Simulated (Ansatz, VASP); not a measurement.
MgO: VASP beside Ansatz

```xyz
2
Lattice="2.8940 0.0000 0.0000 -1.4470 2.5062 0.0000 0.0000 0.0000 2.7199" Properties=species:S:1:pos:R:3 pbc="T T T"
Mg    0.0000    0.0000    0.0000
O     0.0000    1.6708    1.3599
```

Change from the starting cell: strain -0.015 along x and y, +0.015 along z, atoms carried along.

Alike in both runs: task single point; functional LDA; k mesh 9 × 9 × 8; occupations gaussian, width 0.05 eV; no spin polarisation.

|  | VASP | Ansatz |
| --- | --- | --- |
| version | VASP 6.6.1 | Ansatz 0.2.0 |
| potentials or method | VASP PAW LDA potentials, release 64 (Mg_sv, O), cutoff 750 eV | scalar-relativistic, plane waves, PAW |
| valence electrons in the cell | 16 | 16 |

|  | VASP | Ansatz | Ansatz less VASP |
| --- | --- | --- | --- |
| gap on the k mesh at the Fermi level (eV) | 2.99 | 2.97 | -0.015 |
| least direct gap on the mesh (eV) | 3.45 | 3.43 | -0.016 |
| pressure (GPa) | -8.2 | -8.1 | +0.16 |
| traceless stress, the component that is largest in VASP (GPa) | -11.06 | -11.17 | -0.109 |

LDA's correlation is that of Perdew and Zunger in VASP and of Perdew and Wang (1992) in Ansatz.
